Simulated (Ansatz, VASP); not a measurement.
## Hf: VASP beside Ansatz

Contents of INCAR:

```
PREC     = Accurate       # precision mode
ENCUT    = 520            # plane-wave cutoff, eV
EDIFF    = 1E-6           # SCF threshold, eV
ISMEAR   = -1             # smearing method
SIGMA    = 0.03           # smearing width, eV
LREAL    = F              # projectors in reciprocal space
LASPH    = T              # aspherical terms in the spheres
NELM     = 60             # most SCF steps
ALGO     = Normal         # electronic algorithm
ISIF     = 2              # what is computed and relaxed
LWAVE    = F              # write WAVECAR
LCHARG   = T              # write CHGCAR
GGA      = PS             # functional
LELF     = T              # ELF
LVHAR    = T            
NBANDS   = 11             # bands
```

File KPOINTS:

```
Automatic mesh
0
Gamma
  16 16 16
```

Contents of POSCAR:

```
Hf
1.0
    0.0000000000      2.2273754695      2.2273754695
    2.2273754695      0.0000000000      2.2273754695
    2.2273754695      2.2273754695      0.0000000000
Hf
1
Direct
    0.0000000000      0.0000000000      0.0000000000
```

Input for Ansatz:

```yaml
crystal:
  lattice:
    - [0.0, 2.2273754695, 2.2273754695]
    - [2.2273754695, 0.0, 2.2273754695]
    - [2.2273754695, 2.2273754695, 0.0]
  atoms:
    - { symbol: Hf, position: [0.0, 0.0, 0.0] }
kpoints:
  mp_grid: { grid: [16, 16, 16] }
  band_path:
    path:
      - [0.0, 0.0, 0.0]
      - [0.5, 0.0, 0.5]
      - [0.625, 0.25, 0.625]
      - [0.375, 0.375, 0.75]
      - [0.0, 0.0, 0.0]
      - [0.5, 0.5, 0.5]
      - [0.5, 0.25, 0.75]
      - [0.5, 0.0, 0.5]
    npoints: 5
scf:
  occupations: { method: fermi_dirac, width: 0.03 }
hamiltonian:
  xc: pbesol
  pseudopotentials: { kind: all_electron, lapw: { basis_error: 0.00025 } }
output:
  forces: true
  stress: true
  eigenvalues: true
```

Change from the starting cell: volume scaled by 1.01.

Alike in both runs: task single point; functional PBEsol; k mesh 16 × 16 × 16; occupations fermi-dirac, width 0.03 eV; no spin polarisation.

```csv
,VASP,Ansatz
version,VASP 6.6.1,Ansatz 0.2.0
potentials or method,"VASP PAW PBE potentials, release 64 (Hf_pv), cutoff 520 eV","all-electron LAPW, scalar-relativistic"
```

Ansatz gave:

```
pressure (GPa) : -2.6
```

Task: What did VASP give for the same quantities?

Result: Pressure (GPa): -3.0.

VASP's potentials were made for PBE, not for PBEsol. Ansatz ran all-electron here, and VASP with PAW potentials.

Spin-orbit coupling is off throughout.
